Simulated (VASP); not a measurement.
A run of VASP 6.6.1:

Contents of INCAR:

```
SYSTEM = ScGaTeSe2
PREC     = Accurate       ! precision mode
ENCUT    = 600            ! plane-wave cutoff, eV
EDIFF    = 1E-7           ! SCF threshold, eV
ISMEAR   = 0              ! smearing method
SIGMA    = 0.1            ! smearing width, eV
LREAL    = .False.        ! projectors in reciprocal space
LASPH    = .True.         ! aspherical terms in the spheres
NELM     = 100            ! most SCF steps
ALGO     = Normal         ! electronic algorithm
ISIF     = 3              ! what is computed and relaxed
LWAVE    = .False.        ! write WAVECAR
LCHARG   = .False.        ! write CHGCAR
GGA      = PE             ! functional
IBRION   = 2              ! ionic algorithm
NSW      = 90             ! ionic steps
EDIFFG   = -0.04          ! ionic threshold
```

File KPOINTS:

```
regular mesh
0
Gamma
  4 4 4
  0 0 0
```

The input POSCAR:

```
ScGaTeSe2
1.0
    5.1474160000      0.0000000000      0.0000000000
    0.0000000000      5.1474160000      0.0000000000
    0.0000000000      0.0000000000      4.9691109800
Sc Ga Te Se
1 1 1 2
Direct
    0.0000000000      0.0000000000      0.0000000000
    0.5000000000      0.5000000000      0.0000000000
    0.5000000000      0.5000000000      0.5000000000
    0.5000000000      0.0000000000      0.5000000000
    0.0000000000      0.5000000000      0.5000000000
```

Potentials or basis: VASP PAW PBE potentials, release 64 (Sc_sv, Ga_d, Te, Se).

The run is started by

```sh
$ cat potpaw_PBE.64/Sc_sv/POTCAR potpaw_PBE.64/Ga_d/POTCAR potpaw_PBE.64/Te/POTCAR potpaw_PBE.64/Se/POTCAR > POTCAR
$ mpirun -np 1 vasp_std > vasp.out
```

Hardware: 1 thread of Intel Xeon 8259CL (shared host).

Estimate the wall time of this run.

It took 15 min on 1 thread of Intel Xeon 8259CL (shared host), peak memory 0.33 GiB. Counts: scf iterations 90, k points 18, ion steps 6.
